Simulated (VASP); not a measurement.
# Sn (Pm-3m) in VASP: notebook, part 2 of 2

VASP 6.6.1. Earlier steps stand in the parts before.

## Step 3: Relaxation of cell and atoms, PBE, non-collinear spin, zero start, spin-orbit coupling

This run uses another cell than the first one, of 29.47 Å³/atom.

INCAR

```
SYSTEM = Sn
  ALGO = Normal
  EDIFF = 1E-6
  EDIFFG = -0.005
  ENCUT = 600
  GGA = PE
  GGA_COMPAT = .FALSE.
  IBRION = 2
  ISIF = 3
  ISMEAR = -1
  LASPH = .TRUE.
  LCHARG = .FALSE.
  LORBIT = 11
  LORBMOM = .TRUE.
  LREAL = .FALSE.
  LSORBIT = .TRUE.
  LWAVE = .FALSE.
  MAGMOM = 0 0 0
  NELM = 150
  NSW = 45
  PREC = Accurate
  SIGMA = 0.05
```

KPOINTS

```
k-points
0
G
  13 13 13
  0 0 0
```

POSCAR

```
Sn
1.0
    3.0887434368      0.0000000000      0.0000000000
    0.0000000000      3.0887434368      0.0000000000
    0.0000000000      0.0000000000      3.0887434368
Sn
1
Direct
    0.0000000000      0.0000000000      0.0000000000
```

Potentials or basis: VASP PAW PBE potentials, release 64 (Sn_d).

Started as:

```sh
> cat potpaw_PBE.64/Sn_d/POTCAR > POTCAR
> mpirun -np 1 vasp_ncl > vasp.out
```

OUTCAR:

```text
SYSTEM = Sn
   EDIFF = 1E-6
   EDIFFG = -0.005
   ENCUT = 600
   GGA = PE
   IBRION = 2
   ISIF = 3
   ISMEAR = -1
   LASPH = .TRUE.
   LORBIT = 11
   LREAL = .FALSE.
   LSORBIT = .TRUE.
   NELM = 150
   NSW = 45
   PREC = Accurate

 ion  position               nearest neighbor table
   1  0.000  0.000  0.000-

  LATTYP: Found a simple cubic cell.
 ALAT       =     3.0887434368

  Lattice vectors:

 A1 = (   3.0887434368,   0.0000000000,   0.0000000000)
 A2 = (   0.0000000000,   3.0887434368,   0.0000000000)
 A3 = (   0.0000000000,   0.0000000000,   3.0887434368)

Analysis of symmetry for initial positions (statically):
=====================================================================
 Subroutine PRICEL returns:
 Original cell was already a primitive cell.

 Routine SETGRP: Setting up the symmetry group for a
 simple cubic supercell.

 Subroutine GETGRP returns: Found 48 space group operations
 (whereof 48 operations were pure point group operations)
 out of a pool of 48 trial point group operations.

The static configuration has the point symmetry O_h .

Analysis of symmetry for dynamics (positions and initial velocities):
=====================================================================
 Subroutine PRICEL returns:
 Original cell was already a primitive cell.

 Routine SETGRP: Setting up the symmetry group for a
 simple cubic supercell.

 Subroutine GETGRP returns: Found 48 space group operations
 (whereof 48 operations were pure point group operations)
 out of a pool of 48 trial point group operations.

The dynamic configuration has the point symmetry O_h .

Analysis of structural, dynamic, and magnetic symmetry:
=====================================================================
 Subroutine PRICEL returns:
 Original cell was already a primitive cell.

 Routine SETGRP: Setting up the symmetry group for a
 simple cubic supercell.

 Subroutine GETGRP returns: Found 48 space group operations
 (whereof 48 operations were pure point group operations)
 out of a pool of 48 trial point group operations.

The overall configuration has the point symmetry O_h .

 Subroutine INISYM returns: Found 48 space group operations
 (whereof 48 operations are pure point group operations),
 and found     1 'primitive' translations

----------------------------------------------------------------------------------------

                                     Primitive cell

  volume of cell :      29.4677

  direct lattice vectors                    reciprocal lattice vectors
     3.088743437  0.000000000  0.000000000     0.323756252  0.000000000  0.000000000
     0.000000000  3.088743437  0.000000000     0.000000000  0.323756252  0.000000000
     0.000000000  0.000000000  3.088743437     0.000000000  0.000000000  0.323756252

  length of vectors
     3.088743437  3.088743437  3.088743437     0.323756252  0.323756252  0.323756252

  position of ions in fractional coordinates (direct lattice)
     0.000000000  0.000000000  0.000000000

  ion indices of the primitive-cell ions
   primitive index   ion index
                 1           1

----------------------------------------------------------------------------------------
[... 111 lines left out ...]

 number of electron      13.9999995 magnetization       0.0000000     -0.0000000      0.0000000

 number of electron      13.9999995 magnetization      -0.0000000      0.0000000     -0.0000000

 Free energy of the ion-electron system (eV)
  ---------------------------------------------------
  ext. energy  EPLUGINS =         0.00000000
  ---------------------------------------------------
  free energy    TOTEN  =        -3.84114143 eV

  energy without entropy =       -3.83672957  energy(sigma->0) =       -3.83893550

------------------------ aborting loop because EDIFF is reached ----------------------------------------

  FORCE on cell =-STRESS in cart. coord.  units (eV):
  Direction    XX          YY          ZZ          XY          YZ          ZX
  --------------------------------------------------------------------------------------
  -------------------------------------------------------------------------------------
  Total        0.0053172      0.0053172      0.0053172     -0.0000000      0.0000000      0.0000000
  in kB        0.2891019      0.2891019      0.2891019     -0.0000000      0.0000000      0.0000000
  external PRESSURE =       0.2891019 kB  Pullay stress =       0.0000000 kB
[... 61 lines left out ...]
 number of electron      13.9999995 magnetization       0.0000000     -0.0000000      0.0000000

 number of electron      13.9999995 magnetization      -0.0000000      0.0000000     -0.0000000

 Free energy of the ion-electron system (eV)
  ---------------------------------------------------
  ext. energy  EPLUGINS =         0.00000000
  ---------------------------------------------------
  free energy    TOTEN  =        -3.84114172 eV

  energy without entropy =       -3.83673087  energy(sigma->0) =       -3.83893629

 E-fermi :   6.9674     XC(G=0):  -9.8689

 val. band max:        6.9043977650   @ k =   0.4615   0.3846   0.2308
 cond. band min:       6.9701542800   @ k =   0.3846   0.3846   0.3846
 fundamental gap:      0.0657565150
 Fermi energy:         6.9673928834

 k-point     1 :       0.0000    0.0000    0.0000
  band No.  band energies     occupation
      1     -15.0683      1.00000
      2     -15.0683      1.00000
      3     -15.0683      1.00000
      4     -15.0683      1.00000
      5     -14.0501      1.00000
      6     -14.0501      1.00000
[... 589 lines left out ...]
     21      18.8531      0.00000
     22      18.8531      0.00000

 [... further k-points ...]

------------------------ aborting loop because EDIFF is reached ----------------------------------------

  FORCE on cell =-STRESS in cart. coord.  units (eV):
  Direction    XX          YY          ZZ          XY          YZ          ZX
  --------------------------------------------------------------------------------------
  -------------------------------------------------------------------------------------
  Total        0.0044677      0.0044677      0.0044677      0.0000000      0.0000000      0.0000000
  in kB        0.2428377      0.2428377      0.2428377      0.0000000      0.0000000      0.0000000
  external PRESSURE =       0.2428377 kB  Pullay stress =       0.0000000 kB
[... 16 lines left out ...]
  FREE ENERGIE OF THE ION-ELECTRON SYSTEM (eV)
  ---------------------------------------------------
  free  energy   TOTEN  =        -3.8411417162 eV

  energy  without entropy=       -3.8367308694  energy(sigma->0) =       -3.83893629

 reached required accuracy - stopping structural energy minimisation

 orbital moment (x)

 # of ion     p       d       tot
 ----------------------------------------
  1         0.000   0.000   0.000
 ----------------------------------------
            0.000   0.000   0.000

 orbital moment (y)

 # of ion     p       d       tot
 ----------------------------------------
  1         0.000   0.000   0.000
 ----------------------------------------
            0.000   0.000   0.000

 orbital moment (z)

 # of ion     p       d       tot
 ----------------------------------------
  1         0.000   0.000   0.000
 ----------------------------------------
            0.000   0.000   0.000

 Spin-Orbit-Coupling matrix elements

 Ion:    1  E_soc:     -0.1209359
 l=   1
     0.0000000    -0.0140520    -0.0140520
    -0.0140520     0.0000000    -0.0140520
    -0.0140520    -0.0140520     0.0000000
 l=   2
     0.0000000    -0.0012453     0.0000000    -0.0012453    -0.0048587
    -0.0012453     0.0000000    -0.0036440    -0.0012453    -0.0012147
     0.0000000    -0.0036440     0.0000000    -0.0036440     0.0000000
    -0.0012453    -0.0012453    -0.0036440     0.0000000    -0.0012147
    -0.0048587    -0.0012147     0.0000000    -0.0012147     0.0000000
 l=   3
     0.0000000     0.0000000     0.0000000     0.0000000     0.0000000     0.0000000     0.0000000
     0.0000000     0.0000000     0.0000000     0.0000000     0.0000000     0.0000000     0.0000000
     0.0000000     0.0000000     0.0000000     0.0000000     0.0000000     0.0000000     0.0000000
     0.0000000     0.0000000     0.0000000     0.0000000     0.0000000     0.0000000     0.0000000
     0.0000000     0.0000000     0.0000000     0.0000000     0.0000000     0.0000000     0.0000000
     0.0000000     0.0000000     0.0000000     0.0000000     0.0000000     0.0000000     0.0000000
     0.0000000     0.0000000     0.0000000     0.0000000     0.0000000     0.0000000     0.0000000

 total charge

# of ion       s       p       d       tot
------------------------------------------
    1        1.234   1.001   9.966  12.201

 magnetization (x)

# of ion       s       p       d       tot
------------------------------------------
    1       -0.000   0.000   0.000  -0.000

 magnetization (y)

# of ion       s       p       d       tot
------------------------------------------
    1       -0.000  -0.000  -0.000  -0.000

 magnetization (z)

# of ion       s       p       d       tot
------------------------------------------
    1       -0.000   0.000  -0.000  -0.000
```

OSZICAR:

```text
N       E                     dE             d eps       ncg     rms          rms(c)
DAV:   1     0.116977761461E+03    0.11698E+03   -0.76813E+03  3836   0.208E+03
DAV:   2     0.910909432568E+01   -0.10787E+03   -0.10505E+03  3726   0.471E+02
DAV:   3    -0.341283743512E+01   -0.12522E+02   -0.12408E+02  4358   0.139E+02
DAV:   4    -0.382893027941E+01   -0.41609E+00   -0.41584E+00  4264   0.273E+01
[... 15 lines left out ...]
       N       E                     dE             d eps       ncg     rms          rms(c)
DAV:   1    -0.384117272569E+01   -0.30772E-04   -0.61589E-04  4362   0.524E-01    0.298E-02
DAV:   2    -0.384114692521E+01    0.25800E-04   -0.38791E-05  4366   0.134E-01    0.135E-02
DAV:   3    -0.384114142009E+01    0.55051E-05   -0.15595E-05  4792   0.803E-02    0.188E-03
DAV:   4    -0.384114171625E+01   -0.29616E-06   -0.47260E-07  2286   0.115E-02
   3 F= -.38411417E+01 E0= -.38389363E+01  d E =-.286717E-06  mag=    -0.0000     0.0000    -0.0000
```

CONTCAR:

```text
Sn
   1.00000000000000
     3.0890675106664758    0.0000000000000000    0.0000000000000000
    -0.0000000000000000    3.0890675106664758    0.0000000000000000
     0.0000000000000000    0.0000000000000000    3.0890675106664758
  Sn
     1
Direct
     0.0000000000000000    0.0000000000000000    0.0000000000000000

  0.00000000E+00  0.00000000E+00  0.00000000E+00
```

Wall time 6 min (1 thread of Intel Xeon 8259CL, shared host); peak memory 0.3 GiB.

Results:

- Free energy: -3.8411 eV
- Relaxed volume: 29.48 Å³/atom
- Relaxed cell: a = 3.089 Å, b = 3.089 Å, c = 3.089 Å, α = 90.00°, β = 90.00°, γ = 90.00°
- Space group after relaxing (to 0.1 Å): Pm-3m (No. 221)
- Energy gained by relaxing: 0.0 meV/atom
- Ionic steps: 3
- Pressure after relaxing: 0.0 GPa
- Net moment: 0.00 μB per cell
- Valence electrons inside the program's atomic spheres: Sn 12.20

Final structure:
```cif
data_structure
_symmetry_space_group_name_H-M 'P 1'
_symmetry_Int_Tables_number 1
_cell_length_a 3.0891
_cell_length_b 3.0891
_cell_length_c 3.0891
_cell_angle_alpha 90.000
_cell_angle_beta 90.000
_cell_angle_gamma 90.000
_cell_volume 29.48
loop_
_atom_site_label
_atom_site_type_symbol
_atom_site_fract_x
_atom_site_fract_y
_atom_site_fract_z
_atom_site_occupancy
Sn1 Sn 0.00000 0.00000 0.00000 1
```

Moments on the atoms (μB; x, y, z):
```
Sn  0.00 0.00 0.00
```
